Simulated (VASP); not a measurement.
Here is a VASP 6.6.1 calculation.

The input INCAR:

```
SYSTEM = CdIn
PREC = Accurate ; ENCUT = 520
EDIFF = 1E-6 ; ISMEAR = 0
SIGMA = 0.15 ; LREAL = .False.
LASPH = .True. ; NELM = 60
ALGO = Fast ; ISIF = 2
LWAVE = .False. ; LCHARG = .False.
GGA = PS ; NBANDS = 20
```

The input KPOINTS:

```
regular mesh
0
Gamma
  18 18 8
  0 0 0
```

POSCAR

```
CdIn
1.0
    3.2173192956      0.0000000000      0.0000000000
   -1.6086596478      2.7862802420      0.0000000000
    0.0000000000      0.0000000000      5.2825887455
Cd In
1 1
Direct
    0.0000000000      0.0000000000      0.5000000000
    0.6666666667      0.3333333333      0.0000000000
```

Potentials or basis: VASP PAW PBE potentials, release 64 (Cd, In_d).

Run with:

```sh
$ cat potpaw_PBE.64/Cd/POTCAR potpaw_PBE.64/In_d/POTCAR > POTCAR
$ mpirun -np 1 vasp_std > vasp.out
```

(1) Predict the pressure.

Results:

(1) 0.0 GPa.

Caveat: the PAW data sets were made with another functional, which shifts forces and pressure a little.
